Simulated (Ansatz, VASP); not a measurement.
**One calculation of SnS2, two programs**

File INCAR:

```
SYSTEM = SnS2
PREC = Accurate
ENCUT = 500
EDIFF = 1E-6
ISMEAR = 0
SIGMA = 0.01
LREAL = .False.
LASPH = .True.
NELM = 120
ALGO = Normal
ISIF = 2
LWAVE = .False.
LCHARG = .False.
GGA = PE
NBANDS = 20
GGA_COMPAT = .False.
```

Contents of KPOINTS:

```
regular mesh
0
Gamma
  5 5 3
  0 0 0
```

POSCAR

```
SnS2
1.0
    3.5134158706      0.0000000000      0.0000000000
   -1.7567079353      3.0427069689      0.0000000000
    0.0000000000      0.0000000000      5.6654917089
Sn S
1 2
Direct
    0.0000000000      0.0000000000      0.0000000000
    0.3333333333      0.6666666667      0.2500000000
    0.6666666667      0.3333333333      0.7500000000
```

Input for Ansatz:

```yaml
crystal:
  lattice:
    - [3.513415870579886, 0.0, 0.0]
    - [-1.756707935289943, 3.0427069689455655, 0.0]
    - [0.0, 0.0, 5.665491708865836]
  atoms:
    - { symbol: Sn, position: [0.0, 0.0, 0.0] }
    - { symbol: S, position: [0.3333333333333333, 0.6666666666666666, 0.25] }
    - { symbol: S, position: [0.6666666666666666, 0.3333333333333333, 0.75] }
basis:
  ecutwfc: 500.0
kpoints:
  mp_grid:
    grid: [5, 5, 3]
hamiltonian:
  xc: pbe
scf:
  occupations:
    method: fixed
output:
  stress: true
```

Alike in both runs: task single point; functional PBE; k mesh 5 × 5 × 3; no spin polarisation.

|  | VASP | Ansatz |
| --- | --- | --- |
| version | VASP 6.6.1 | Ansatz 0.2.0 |
| potentials or method | VASP PAW PBE potentials, release 64 (Sn_d, S), cutoff 500 eV | plane waves, PAW |
| occupations | gaussian, width 0.01 eV | fixed |
| valence electrons in the cell | 26 | 26 |

VASP gave:

```
pressure (GPa)                                                : 16.4
traceless stress, the component that is largest in VASP (GPa) : -1.25
```

Task: Which values does Ansatz return?

Result: Pressure (GPa): 16.6; traceless stress, the component that is largest in VASP (GPa): -1.29.
